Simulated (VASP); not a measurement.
# Ta (Pm-3m) in VASP: notebook, part 2 of 2

VASP 6.6.1.

## (4) Single point, BLYP (volume scaled by 1.08)

The input, INCAR:

```
PREC = Accurate ; ENCUT = 520
EDIFF = 1E-6 ; ISMEAR = -1
SIGMA = 0.1 ; LREAL = False
LASPH = True ; NELM = 80
ALGO = Normal ; ISIF = 2
LWAVE = False ; LCHARG = False
GGA = B5 ; ALDAX = 1.0
AGGAX = 1.0 ; AGGAC = 1.0
ALDAC = 0.0 ; NBANDS = 12
```

The input, KPOINTS:

```
Automatic mesh
0
Gamma
  13 13 13
```

The input, POSCAR:

```
Ta
1.0
    2.8504207047      0.0000000000      0.0000000000
    0.0000000000      2.8504207047      0.0000000000
    0.0000000000      0.0000000000      2.8504207047
Ta
1
Direct
    0.0000000000      0.0000000000      0.0000000000
```

Potentials or basis: VASP PAW PBE potentials, release 64 (Ta_pv).

Command:

```console
> cat potpaw_PBE.64/Ta_pv/POTCAR > POTCAR
> mpirun -np 1 vasp_std > vasp.out
```

OUTCAR:

```text
PREC = Accurate
   ENCUT = 520
   EDIFF = 1E-6
   ISMEAR = -1
   LREAL = False
   LASPH = True
   NELM = 80
   ISIF = 2
   GGA = B5

 ion  position               nearest neighbor table
   1  0.000  0.000  0.000-

  LATTYP: Found a simple cubic cell.
 ALAT       =     2.8504207047

  Lattice vectors:

 A1 = (   2.8504207047,   0.0000000000,   0.0000000000)
 A2 = (   0.0000000000,   2.8504207047,   0.0000000000)
 A3 = (   0.0000000000,   0.0000000000,   2.8504207047)

Analysis of symmetry for initial positions (statically):
=====================================================================
 Subroutine PRICEL returns:
 Original cell was already a primitive cell.

 Routine SETGRP: Setting up the symmetry group for a
 simple cubic supercell.

 Subroutine GETGRP returns: Found 48 space group operations
 (whereof 48 operations were pure point group operations)
 out of a pool of 48 trial point group operations.

The static configuration has the point symmetry O_h .

Analysis of symmetry for dynamics (positions and initial velocities):
=====================================================================
 Subroutine PRICEL returns:
 Original cell was already a primitive cell.

 Routine SETGRP: Setting up the symmetry group for a
 simple cubic supercell.

 Subroutine GETGRP returns: Found 48 space group operations
 (whereof 48 operations were pure point group operations)
 out of a pool of 48 trial point group operations.

The dynamic configuration has the point symmetry O_h .

 Subroutine INISYM returns: Found 48 space group operations
 (whereof 48 operations are pure point group operations),
 and found     1 'primitive' translations

----------------------------------------------------------------------------------------

                                     Primitive cell

  volume of cell :      23.1594

  direct lattice vectors                    reciprocal lattice vectors
     2.850420705  0.000000000  0.000000000     0.350825406  0.000000000  0.000000000
     0.000000000  2.850420705  0.000000000     0.000000000  0.350825406  0.000000000
     0.000000000  0.000000000  2.850420705     0.000000000  0.000000000  0.350825406

  length of vectors
     2.850420705  2.850420705  2.850420705     0.350825406  0.350825406  0.350825406

  position of ions in fractional coordinates (direct lattice)
     0.000000000  0.000000000  0.000000000

  ion indices of the primitive-cell ions
   primitive index   ion index
                 1           1

----------------------------------------------------------------------------------------

 KPOINTS: Automatic mesh

Automatic generation of k-mesh.
 Grid dimensions read from file:
 generate k-points for:   13   13   13

 Generating k-lattice:

  Cartesian coordinates                     Fractional coordinates (reciprocal lattice)
     0.026986570  0.000000000  0.000000000     0.076923077  0.000000000  0.000000000
     0.000000000  0.026986570  0.000000000     0.000000000  0.076923077  0.000000000
     0.000000000  0.000000000  0.026986570     0.000000000  0.000000000  0.076923077

  Length of vectors
     0.026986570  0.026986570  0.026986570

  Shift w.r.t. Gamma in fractional coordinates (k-lattice)
     0.000000000  0.000000000  0.000000000

 Subroutine IBZKPT returns following result:
 ===========================================

 Found     84 irreducible k-points:

 Following reciprocal coordinates:
            Coordinates               Weight
  0.000000  0.000000  0.000000      1.000000
  0.076923  0.000000  0.000000      6.000000
  0.153846  0.000000  0.000000      6.000000
  0.230769  0.000000  0.000000      6.000000
  0.307692  0.000000  0.000000      6.000000
  0.384615  0.000000  0.000000      6.000000
[... 16 lines left out ...]
  0.307692  0.307692  0.000000     12.000000
  0.384615  0.307692  0.000000     24.000000
 [... further k-points ...]
   k-points           NKPTS =     84   k-points in BZ     NKDIM =     84   number of bands    NBANDS=     12
   number of dos      NEDOS =    301   number of ions     NIONS =      1
   total plane-waves  NPLWV =  13824
   dimension x,y,z NGX =    24 NGY =   24 NGZ =   24
   dimension x,y,z NGXF=    48 NGYF=   48 NGZF=   48
   ions per type =               1
   NGX,Y,Z   is equivalent  to a cutoff of  14.00, 14.00, 14.00 a.u.
   NGXF,Y,Z  is equivalent  to a cutoff of  28.00, 28.00, 28.00 a.u.
 SYSTEM =  unknown system
   PREC   = accura    normal or accurate (medium, high low for compatibility)
   ISTART =      0    job   : 0-new  1-cont  2-samecut
   ICHARG =      2    charge: 1-file 2-atom 10-const
   ISPIN  =      1    spin polarized calculation?
   LNONCOLLINEAR =      F non collinear calculations
   LSORBIT =      F    spin-orbit coupling
   LASPH  =      T    aspherical Exc in radial PAW
   ENCUT  =  520.0 eV  38.22 Ry    6.18 a.u.   5.30  5.30  5.30*2*pi/ulx,y,z
   NELM   =     80;   NELMIN=  2; NELMDL= -5     # of ELM steps
   EDIFF  = 0.1E-05   stopping-criterion for ELM
   LREAL  =      F    real-space projection
   EDIFFG = 0.1E-04   stopping-criterion for IOM
   NSW    =      0    number of steps for IOM
   IBRION =     -1    ionic relax: 0-MD 1-quasi-New 2-CG
   NFREE  =      0    steps in history (QN), initial steepest desc. (CG)
   ISIF   =      2    stress and relaxation
   ISYM   =      2    0-nonsym 1-usesym 2-fastsym
   POTIM  = 0.5000    time-step for ionic-motion
   TEBEG  =    0.0;   TEEND  =   0.0 temperature during run
   PSTRESS=    0.0 pullay stress
   NELECT =      11.0000    total number of electrons
   NUPDOWN=      -1.0000    fix difference up-down
   EMIN   =  10.00;   EMAX   =-10.00  energy-range for DOS
   EFERMI =   0.00;   METHOD = LEGACY
   ISMEAR =    -1;   SIGMA  =   0.10  broadening in eV -4-tet -1-fermi 0-gaus
   EFERMI_NEDOS =   21; number of points for ismear=-14 and -15
   IALGO  =     38    algorithm
   IMIX   =      4    mixing-type and parameters
     AMIX     =   0.40;   BMIX     =  1.00
     AMIX_MAG =   1.60;   BMIX_MAG =  1.00
  volume/ion in A,a.u.               =      23.16       156.29
  Fermi-wavevector in a.u.,A,eV,Ry     =   1.277311  2.413768 22.198235  1.631524
  Thomas-Fermi vector in A             =   2.409918
   LORBIT       =      0    0 simple, 1 ext, 2 COOP (PROOUT), +10 PAW based schemes
   GGA     = B5    functional components
   LHFCALC =     F    Hartree Fock is set to
   AEXX    =    0.0000 exact exchange contribution
   IVDW    =     0    specifies the selected vdW correction
   LEPSILON=     F    determine dielectric tensor
   LRPA    =     F    only Hartree local field effects (RPA)
 non-spin polarized calculation
  energy-cutoff  :      520.00
  volume of cell :       23.16
 maximum number of plane-waves:       638
 NGX is ok and might be reduce to    24
   NGX = 11   NGY = 11   NGZ = 11

 number of electron      10.9999998 magnetization

 Free energy of the ion-electron system (eV)
  ---------------------------------------------------
  ext. energy  EPLUGINS =         0.00000000
  ---------------------------------------------------
  free energy    TOTEN  =        -9.38280893 eV

  energy without entropy =       -9.34078610  energy(sigma->0) =       -9.36179751

 E-fermi :   4.1914     XC(G=0): -10.6286

 val. band max:        4.1842062678   @ k =   0.2308   0.2308   0.2308
 cond. band min:       4.2227324584   @ k =   0.3846   0.0000   0.0000
 fundamental gap:      0.0385261906
 Fermi energy:         4.1914168948

 k-point     1 :       0.0000    0.0000    0.0000
  band No.  band energies     occupation
      1     -29.4344      2.00000
      2     -29.4344      2.00000
      3     -29.4344      2.00000
      4      -2.5012      2.00000
      5       1.8897      2.00000
      6       1.8897      2.00000
      7       9.3758      0.00000
      8       9.3758      0.00000
      9       9.3758      0.00000
     10      17.7302      0.00000
     11      17.7302      0.00000
     12      17.7302      0.00000

 k-point     2 :       0.0769    0.0000    0.0000
  band No.  band energies     occupation
      1     -29.4854      2.00000
      2     -29.4302      2.00000
      3     -29.4302      2.00000
      4      -2.3430      2.00000
      5       1.9309      2.00000
      6       2.0415      2.00000
      7       9.1175      0.00000
      8       9.1175      0.00000
      9       9.3936      0.00000
     10      16.8532      0.00000
     11      17.6577      0.00000
     12      18.0808      0.00000
[... 316 lines left out ...]
 k-point    24 :       0.3846    0.3077    0.0000
  band No.  band energies     occupation
      1     -30.1044      2.00000
      2     -29.9287      2.00000
      3     -29.3214      2.00000
      4       1.4825      2.00000
      5       2.4331      2.00000
      6       5.6601      0.00000
      7       6.9703      0.00000
      8       7.0209      0.00000
      9       7.5943      0.00000
     10      13.2914      0.00000
     11      16.4774      0.00000
     12      17.6814      0.00000

 [... further k-points ...]
[... 5 lines left out ...]
  --------------------------------------------------------------------------------------
  -------------------------------------------------------------------------------------
  Total       -1.1601755     -1.1601755     -1.1601755      0.0000000      0.0000000     -0.0000000
  in kB      -80.2615176    -80.2615176    -80.2615176      0.0000000      0.0000000     -0.0000000
  external PRESSURE =     -80.2615176 kB  Pullay stress =       0.0000000 kB

 VOLUME and BASIS-vectors are now :
 -----------------------------------------------------------------------------
  energy-cutoff  :      520.00
  volume of cell :       23.16
      direct lattice vectors                 reciprocal lattice vectors
     2.850420705  0.000000000  0.000000000     0.350825406  0.000000000  0.000000000
     0.000000000  2.850420705  0.000000000     0.000000000  0.350825406  0.000000000
     0.000000000  0.000000000  2.850420705     0.000000000  0.000000000  0.350825406

 POSITION                                       TOTAL-FORCE (eV/Angst)
 -----------------------------------------------------------------------------------
      0.00000      0.00000      0.00000         0.000000      0.000000      0.000000
 -----------------------------------------------------------------------------------
    total drift:                                0.000000     -0.000000     -0.000000

  FREE ENERGIE OF THE ION-ELECTRON SYSTEM (eV)
  ---------------------------------------------------
  free  energy   TOTEN  =        -9.3828089277 eV

  energy  without entropy=       -9.3407861000  energy(sigma->0) =       -9.36179751
```

It took 18 s on 1 thread of AMD EPYC 7R13 (Zen 3), shared host; peak memory 0.12 GiB.

Results:

| Property | Result |
| --- | --- |
| Free energy | -9.3828 eV |
| Pressure | -8.0 GPa |

Levels at points of the mesh, in eV from the Fermi level:
| k point | band 2 | band 3 | band 4 | band 5 | band 6 | band 7 | band 8 | band 9 | band 10 | band 11 |
| --- | --- | --- | --- | --- | --- | --- | --- | --- | --- | --- |
| (0.00, 0.00, 0.00) | -33.63 | -33.63 | -6.69 | -2.30 | -2.30 | 5.18 | 5.18 | 5.18 | 13.54 | 13.54 |

Caveat: the PAW data sets were made with another functional, which shifts forces and pressure a little; spin-orbit coupling is left out, which moves the levels of the heavy elements.

## (5) Single point, BLYP (volume scaled by 1.12)

The input, INCAR:

```
SYSTEM = Ta
PREC = Accurate ; ENCUT = 520
EDIFF = 1E-6 ; ISMEAR = -1
SIGMA = 0.1 ; LREAL = .FALSE.
LASPH = .TRUE. ; NELM = 60
ALGO = Normal ; ISIF = 2
LWAVE = .FALSE. ; LCHARG = .TRUE.
GGA = B5 ; ALDAX = 1.0
AGGAX = 1.0 ; AGGAC = 1.0
ALDAC = 0.0 ; LELF = .TRUE.
LVHAR = .TRUE. ; NBANDS = 12
```

The input, KPOINTS:

```
Automatic mesh
0
G
  13 13 13
  0 0 0
```

The input, POSCAR:

```
Ta
1.0
    2.8851853590      0.0000000000      0.0000000000
    0.0000000000      2.8851853590      0.0000000000
    0.0000000000      0.0000000000      2.8851853590
Ta
1
Direct
    0.0000000000      0.0000000000      0.0000000000
```

Potentials or basis: VASP PAW PBE potentials, release 64 (Ta_pv).

Command:

```console
> cat potpaw_PBE.64/Ta_pv/POTCAR > POTCAR
> mpirun -np 1 vasp_std > vasp.out
```

OUTCAR:

```text
SYSTEM = Ta
   PREC = Accurate
   ENCUT = 520
   EDIFF = 1E-6
   ISMEAR = -1
   LREAL = .FALSE.
   LASPH = .TRUE.
   NELM = 60
   ISIF = 2
   GGA = B5

 ion  position               nearest neighbor table
   1  0.000  0.000  0.000-

  LATTYP: Found a simple cubic cell.
 ALAT       =     2.8851853590

  Lattice vectors:

 A1 = (   2.8851853590,   0.0000000000,   0.0000000000)
 A2 = (   0.0000000000,   2.8851853590,   0.0000000000)
 A3 = (   0.0000000000,   0.0000000000,   2.8851853590)

Analysis of symmetry for initial positions (statically):
=====================================================================
 Subroutine PRICEL returns:
 Original cell was already a primitive cell.

 Routine SETGRP: Setting up the symmetry group for a
 simple cubic supercell.

 Subroutine GETGRP returns: Found 48 space group operations
 (whereof 48 operations were pure point group operations)
 out of a pool of 48 trial point group operations.

The static configuration has the point symmetry O_h .

Analysis of symmetry for dynamics (positions and initial velocities):
=====================================================================
 Subroutine PRICEL returns:
 Original cell was already a primitive cell.

 Routine SETGRP: Setting up the symmetry group for a
 simple cubic supercell.

 Subroutine GETGRP returns: Found 48 space group operations
 (whereof 48 operations were pure point group operations)
 out of a pool of 48 trial point group operations.

The dynamic configuration has the point symmetry O_h .

 Subroutine INISYM returns: Found 48 space group operations
 (whereof 48 operations are pure point group operations),
 and found     1 'primitive' translations

----------------------------------------------------------------------------------------

                                     Primitive cell

  volume of cell :      24.0171

[... 105 lines left out ...]
     AMIX     =   0.40;   BMIX     =  1.00
     AMIX_MAG =   1.60;   BMIX_MAG =  1.00
  volume/ion in A,a.u.               =      24.02       162.08
  Fermi-wavevector in a.u.,A,eV,Ry     =   1.261921  2.384684 21.666508  1.592443
  Thomas-Fermi vector in A             =   2.395355
   LORBIT       =      0    0 simple, 1 ext, 2 COOP (PROOUT), +10 PAW based schemes
   GGA     = B5    functional components
   LHFCALC =     F    Hartree Fock is set to
   AEXX    =    0.0000 exact exchange contribution
   IVDW    =     0    specifies the selected vdW correction
   LEPSILON=     F    determine dielectric tensor
   LRPA    =     F    only Hartree local field effects (RPA)
 non-spin polarized calculation
  energy-cutoff  :      520.00
  volume of cell :       24.02
 maximum number of plane-waves:       663
 NGX is ok and might be reduce to    24
   NGX = 11   NGY = 11   NGZ = 11

 number of electron      10.9999998 magnetization

 Free energy of the ion-electron system (eV)
  ---------------------------------------------------
  ext. energy  EPLUGINS =         0.00000000
  ---------------------------------------------------
  free energy    TOTEN  =        -9.33112904 eV

  energy without entropy =       -9.28636050  energy(sigma->0) =       -9.30874477

 E-fermi :   3.9437     XC(G=0): -10.4606

 val. band max:        3.9260122581   @ k =   0.2308   0.2308   0.2308
 cond. band min:       3.9467729245   @ k =   0.3846   0.0000   0.0000
 fundamental gap:      0.0207606664
 Fermi energy:         3.9436948630

 k-point     1 :       0.0000    0.0000    0.0000
  band No.  band energies     occupation
      1     -29.7879      2.00000
      2     -29.7879      2.00000
      3     -29.7879      2.00000
      4      -2.6191      2.00000
      5       1.7474      2.00000
      6       1.7474      2.00000
      7       8.8916      0.00000
      8       8.8916      0.00000
      9       8.8916      0.00000
     10      17.1552      0.00000
     11      17.1552      0.00000
     12      17.1552      0.00000
[... 331 lines left out ...]
 k-point    24 :       0.3846    0.3077    0.0000
  band No.  band energies     occupation
      1     -30.3851      2.00000
      2     -30.2284      2.00000
      3     -29.6881      2.00000
      4       1.3132      2.00000
      5       2.2559      2.00000
      6       5.3157      0.00000
      7       6.6178      0.00000
      8       6.6293      0.00000
      9       7.2085      0.00000
     10      12.7134      0.00000
     11      15.8393      0.00000
     12      17.3289      0.00000

 [... further k-points ...]
[... 5 lines left out ...]
  --------------------------------------------------------------------------------------
  -------------------------------------------------------------------------------------
  Total       -1.6833825     -1.6833825     -1.6833825      0.0000000     -0.0000000      0.0000000
  in kB     -112.2980537   -112.2980537   -112.2980537      0.0000000     -0.0000000      0.0000000
  external PRESSURE =    -112.2980537 kB  Pullay stress =       0.0000000 kB

 VOLUME and BASIS-vectors are now :
 -----------------------------------------------------------------------------
  energy-cutoff  :      520.00
  volume of cell :       24.02
      direct lattice vectors                 reciprocal lattice vectors
     2.885185359  0.000000000  0.000000000     0.346598182  0.000000000  0.000000000
     0.000000000  2.885185359  0.000000000     0.000000000  0.346598182  0.000000000
     0.000000000  0.000000000  2.885185359     0.000000000  0.000000000  0.346598182

 POSITION                                       TOTAL-FORCE (eV/Angst)
 -----------------------------------------------------------------------------------
      0.00000      0.00000      0.00000         0.000000      0.000000      0.000000
 -----------------------------------------------------------------------------------
    total drift:                                0.000000     -0.000000     -0.000000

  FREE ENERGIE OF THE ION-ELECTRON SYSTEM (eV)
  ---------------------------------------------------
  free  energy   TOTEN  =        -9.3311290375 eV

  energy  without entropy=       -9.2863604953  energy(sigma->0) =       -9.30874477
```

OSZICAR:

```text
N       E                     dE             d eps       ncg     rms          rms(c)
DAV:   1     0.635971755959E+02    0.63597E+02   -0.60104E+03  2020   0.829E+02
DAV:   2    -0.853555367777E+01   -0.72133E+02   -0.70059E+02  2300   0.232E+02
DAV:   3    -0.972019315839E+01   -0.11846E+01   -0.11727E+01  2420   0.284E+01
DAV:   4    -0.972580341614E+01   -0.56103E-02   -0.56095E-02  2296   0.209E+00
DAV:   5    -0.972583176636E+01   -0.28350E-04   -0.28349E-04  2444   0.144E-01    0.904E+00
DAV:   6    -0.939171167728E+01    0.33412E+00   -0.37106E-01  2456   0.562E+00    0.410E+00
DAV:   7    -0.932975951919E+01    0.61952E-01   -0.27557E-01  2384   0.431E+00    0.471E-01
DAV:   8    -0.933141558137E+01   -0.16561E-02   -0.15259E-02  2264   0.938E-01    0.186E-01
DAV:   9    -0.933113786503E+01    0.27772E-03   -0.85694E-04  2396   0.273E-01    0.255E-02
DAV:  10    -0.933112906560E+01    0.87994E-05   -0.24580E-05  2356   0.459E-02    0.369E-03
DAV:  11    -0.933112903747E+01    0.28137E-07   -0.58043E-07  1668   0.719E-03
   1 F= -.93311290E+01 E0= -.93087448E+01  d E =-.447685E-01
```

It took 18 s on 1 thread of AMD EPYC 7R13 (Zen 3), shared host; peak memory 0.12 GiB.

Results:

* Free energy: -9.3311 eV
* Pressure: -11.2 GPa

Caveat: the PAW data sets were made with another functional, which shifts forces and pressure a little; spin-orbit coupling is left out, which moves the levels of the heavy elements.

## (6) Summary

```csv
cell,gap on the mesh (eV),pressure (GPa)
"a = 2.778 Å, 1 atom",none,0.7
"a = 2.815 Å, 1 atom",none,-4.1
"a = 2.850 Å, 1 atom",none,-8.0
"a = 2.885 Å, 1 atom",none,-11.2
```

Alike in all rows: task single point; level BLYP; potentials or basis VASP PAW PBE potentials, release 64 (Ta_pv); no spin polarisation; k mesh 13 × 13 × 13; cutoff (eV) 520; smearing fermi-dirac 0.1 eV.

Caveats: the PAW data sets were made with another functional, which shifts forces and pressure a little; spin-orbit coupling is left out, which moves the levels of the heavy elements.

Absolute energies hang on the potentials; compare differences alone.
